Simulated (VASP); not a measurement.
## Cl2: single point with PBE

Cl2, in a box:

```
Cl
1.0
    12.00000    0.00000    0.00000
     0.00000   12.20000    0.00000
     0.00000    0.00000   12.40000
Cl
2
Direct
  0.50000 0.50000 0.41919
  0.50000 0.50000 0.58081
```

- Program: VASP 6.6.1
- Task: single point
- Functional: PBE
- Potentials or basis: VASP PAW PBE potentials, release 64 (Cl)
- Cutoff: 400 eV
- k mesh: 1 × 1 × 1
- Occupations: gaussian, width 0.01 eV
- Spin: non-collinear spin, zero start, spin-orbit coupling
- Starting moments: [[0.0, 0.0, 0.0], [0.0, 0.0, 0.0]] μB

```
Largest force                                         : 0.188 eV/Å
Net moment                                            : 0.00 μB per cell
Valence electrons inside the program's atomic spheres : Cl 5.00
```

Forces on the atoms (eV/Å):
```
Cl   0.000  0.000  0.188
Cl   0.000  0.000 -0.188
```

Moments on the atoms (μB; x, y, z):
```
Cl  0.00 0.00 0.00
Cl  0.00 0.00 0.00
```

It took 6.9 min on 1 thread of AMD EPYC 7R43 64-Core Processor (Zen 3), on a shared host, peak memory 2.8 GiB.
